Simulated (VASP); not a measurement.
**ZrSc: single point with LDA**

The system is ZrSc.

```
Zr Sc
1.0
     3.08928    0.00000    0.00000
    -1.54464    2.67539    0.00000
     0.00000    0.00000    5.82125
Zr Sc
1 1
Cartesian
  1.5446 0.8918 0.0000
  0.0000 0.0000 2.9106
```

This cell differs from its parent crystal: ratio of the length along z to the lengths across it x 1.2, volume and fractional coordinates fixed.

```yaml
Program: VASP 6.6.1
Task: single point
Functional: LDA
Potentials_or_basis: VASP PAW LDA potentials, release 64 (Zr_sv, Sc_sv)
Cutoff: 520 eV
k_mesh: 18 × 18 × 10
Occupations: gaussian, width 0.15 eV
Spin: no spin polarisation
```

```
Pressure : -5.8 GPa
```

Stress tensor (GPa, compression positive):
```
 -2.31   0.00   0.00
  0.00  -2.31   0.00
  0.00   0.00 -12.92
```

Levels at points of the mesh, in eV from the Fermi level:
```csv
k point,band 9,band 10,band 11,band 12,band 13,band 14
"(0.00, 0.00, 0.00)",-5.25,-2.64,-0.12,0.39,1.33,1.33
"(0.50, 0.00, 0.00)",-2.31,-1.58,-1.36,0.29,0.54,1.24
"(0.00, 0.00, 0.50)",-4.14,-3.83,-0.61,0.31,1.30,1.30
"(0.50, 0.00, 0.50)",-2.34,-2.11,-0.70,-0.46,1.50,1.93
```

Run time: 4.9 min on 1 thread of Intel(R) Xeon(R) Platinum 8488C (Sapphire Rapids) (shared host), peak memory 0.31 GiB.
